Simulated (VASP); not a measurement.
ReB: relaxation of cell and atoms with PBE

ReB:

```
Re B
1.0
     2.81810    0.00000    0.00000
     0.00000    2.81810    0.00000
     0.00000    0.00000    5.92106
Re B
2 2
Direct
  0.50000 0.50000 0.21214
  0.50000 0.50000 0.78786
  0.00000 0.50000 0.50000
  0.50000 0.00000 0.50000
```

The cell was built from a structure type or drawn by symmetry, and may not be a known phase.

- Program: VASP 6.6.1
- Task: relaxation of cell and atoms
- Functional: PBE
- Potentials or basis: VASP PAW PBE potentials, release 64 (Re, B)
- Cutoff: 600 eV
- k mesh: 16 × 16 × 8
- Occupations: gaussian, width 0.1 eV
- Spin: no spin polarisation
- Dipole correction: no
- Further INCAR settings: ALGO = Normal; EDIFF = 1e-06; IBRION = 2; EDIFFG = -0.01; NSW = 100; ISIF = 3

| Item | Value |
| --- | --- |
| Relaxed volume | 11.87 Å³/atom |
| Relaxed cell | a = 2.836 Å, b = 2.836 Å, c = 5.902 Å, α = 90.00°, β = 90.00°, γ = 90.00° |
| Space group after relaxing (to 0.1 Å) | P4/mmm (No. 123) |
| Energy gained by relaxing | 0.6 meV/atom |
| Ionic steps | 11 |
| Pressure after relaxing | 0.0 GPa |
| Largest force after relaxing | 0.004 eV/Å |
| Band gap on the k mesh | zero (bands 10 and 11 overlap by 2.24 eV) |

Forces in eV/Å, atoms in the order of the input:
```
Re   0.000  0.000 -0.004
Re   0.000  0.000  0.004
B    0.000  0.000  0.000
B    0.000  0.000  0.000
```

Step by step:
```
step  energy change (eV)  largest force (eV/Å)  pressure (GPa)  volume (Å³)
   1              0.0000                0.0578            1.32        47.02
   2              0.0016                0.0998           -2.32        47.68
   3             -0.0011                0.0716           -0.11        47.28
   4             -0.0018                0.0104           -0.01        47.34
   5             -0.0019                0.0934            0.22        47.43
   6             -0.0020                0.0553            0.14        47.39
   7             -0.0023                0.0032           -0.18        47.51
   8             -0.0023                0.0050           -0.16        47.50
   9             -0.0023                0.0043           -0.14        47.49
  10             -0.0023                0.0019            0.28        47.44
  11             -0.0023                0.0041            0.03        47.47
```

Final structure:
```xyz
4
Lattice="2.8360 0.0000 0.0000 0.0000 2.8360 0.0000 0.0000 0.0000 5.9019" Properties=species:S:1:pos:R:3 pbc="T T T"
Re    1.4180    1.4180    1.2593
Re    1.4180    1.4180    4.6426
B     0.0000    1.4180    2.9510
B     1.4180    0.0000    2.9510
```

Levels at points of the mesh, in eV from the Fermi level:
| k point | band 8 | band 9 | band 10 | band 11 | band 12 | band 13 |
| --- | --- | --- | --- | --- | --- | --- |
| (0.00, 0.00, 0.00) | -3.15 | -0.78 | 1.43 | 1.43 | 2.04 | 2.39 |
| (0.50, 0.00, 0.00) | -0.95 | -0.73 | 0.18 | 0.92 | 1.80 | 3.07 |
| (0.50, 0.50, 0.00) | -1.95 | -0.26 | -0.26 | 1.00 | 3.09 | 3.61 |
| (0.00, 0.00, 0.50) | -3.21 | -1.14 | -0.53 | -0.53 | 2.11 | 2.31 |
| (0.50, 0.00, 0.50) | -1.26 | -0.63 | -0.26 | -0.10 | 1.71 | 2.79 |
| (0.50, 0.50, 0.50) | -2.20 | -0.93 | 1.46 | 1.46 | 3.76 | 3.81 |

Run time: 5.6 min on 1 thread of Intel(R) Xeon(R) 6975P-C (Granite Rapids), on a shared host, peak memory 0.32 GiB.

Caveat: spin-orbit coupling is left out, which moves the levels of the heavy elements.
